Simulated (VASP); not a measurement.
Write the native input for VASP 6.6.1 that does the following.

* Task: single point
* Functional: r2SCAN
* Potentials or basis: VASP PAW PBE potentials, release 64 (Mo_sv, Se, Mn_pv, Ga_d)
* Cutoff: 520 eV
* k mesh: 5 × 5 × 5
* Occupations: methfessel-paxton, width 0.0229 eV
* Spin: no spin polarisation
* Dipole correction: no
* Further INCAR settings: ALGO = Normal; EDIFF = 1e-06; NBANDS = 84

The system is Mn4GaMo4Se4.

```
Mo Se Mn Ga
1.0
     0.00000    4.79336    4.79336
     4.79336    0.00000    4.79336
     4.79336    4.79336    0.00000
Mo Se Mn Ga
4 4 4 1
Direct
  0.40250 0.40250 0.40250
  0.79250 0.40250 0.40250
  0.40250 0.40250 0.79250
  0.40250 0.79250 0.40250
  0.63380 0.63380 0.63380
  0.09860 0.63380 0.63380
  0.63380 0.63380 0.09860
  0.63380 0.09860 0.63380
  0.13720 0.13720 0.13720
  0.58840 0.13720 0.13720
  0.13720 0.13720 0.58840
  0.13720 0.58840 0.13720
  0.00000 0.00000 0.00000
```

These files were run (other wordings do the same):

POSCAR

```
Mn4GaMo4Se4
1.0
    0.0000000000      4.7933630000      4.7933630000
    4.7933630000      0.0000000000      4.7933630000
    4.7933630000      4.7933630000      0.0000000000
Mo Se Mn Ga
4 4 4 1
Direct
    0.4025000000      0.4025000000      0.4025000000
    0.7925000000      0.4025000000      0.4025000000
    0.4025000000      0.4025000000      0.7925000000
    0.4025000000      0.7925000000      0.4025000000
    0.6338000000      0.6338000000      0.6338000000
    0.0986000000      0.6338000000      0.6338000000
    0.6338000000      0.6338000000      0.0986000000
    0.6338000000      0.0986000000      0.6338000000
    0.1372000000      0.1372000000      0.1372000000
    0.5884000000      0.1372000000      0.1372000000
    0.1372000000      0.1372000000      0.5884000000
    0.1372000000      0.5884000000      0.1372000000
    0.0000000000      0.0000000000      0.0000000000
```

INCAR.step1

```
SYSTEM = Mn4GaMo4Se4
PREC     = Accurate       ! precision mode
ENCUT    = 520            ! plane-wave cutoff, eV
ISMEAR   = 1              ! smearing method
SIGMA    = 0.0229         ! smearing width, eV
LREAL    = .False.        ! projectors in reciprocal space
LASPH    = .True.         ! aspherical terms in the spheres
NELM     = 80             ! most SCF steps
NBANDS   = 84             ! bands
GGA      = PE             ! functional
ALGO     = Normal         ! electronic algorithm
EDIFF    = 1E-4           ! SCF threshold, eV
LWAVE    = .True.         ! write WAVECAR
LCHARG   = .False.        ! write CHGCAR
```

INCAR.step2

```
SYSTEM = Mn4GaMo4Se4
PREC     = Accurate       ! precision mode
ENCUT    = 520            ! plane-wave cutoff, eV
EDIFF    = 1E-6           ! SCF threshold, eV
ISMEAR   = 1              ! smearing method
SIGMA    = 0.0229         ! smearing width, eV
LREAL    = .False.        ! projectors in reciprocal space
LASPH    = .True.         ! aspherical terms in the spheres
NELM     = 80             ! most SCF steps
ALGO     = Normal         ! electronic algorithm
ISIF     = 2              ! what is computed and relaxed
LWAVE    = .False.        ! write WAVECAR
LCHARG   = .True.         ! write CHGCAR
METAGGA  = R2SCAN         ! meta-GGA
LMIXTAU  = .True.       
LELF     = .True.         ! ELF
LVHAR    = .True.       
NBANDS   = 84             ! bands
ISTART   = 1
```

KPOINTS

```
Automatic mesh
0
Gamma
  5 5 5
  0 0 0
```

Potentials or basis: VASP PAW PBE potentials, release 64 (Mo_sv, Se, Mn_pv, Ga_d).

Command:

```sh
$ cat potpaw_PBE.64/Mo_sv/POTCAR potpaw_PBE.64/Se/POTCAR potpaw_PBE.64/Mn_pv/POTCAR potpaw_PBE.64/Ga_d/POTCAR > POTCAR
$ cp INCAR.step1 INCAR
$ mpirun -np 1 vasp_std > vasp.out
$ cp INCAR.step2 INCAR
$ mpirun -np 1 vasp_std > vasp.out
```

It gave:

| Property | Result |
| --- | --- |
| Pressure | 27.8 GPa |
| Largest force | 8.422 eV/Å |
| Band gap on the k mesh | zero (an odd number of electrons rules out a gap without spin polarisation) |

Caveat: the cell stands under pressure; the PAW data sets were made with another functional, which shifts forces and pressure a little; the run has no spin polarisation, though such a crystal can be magnetic.

Run time: 34 min on 1 thread of Intel(R) Xeon(R) Platinum 8375C CPU @ 2.90GHz (Ice Lake), on a shared host, peak memory 0.46 GiB.
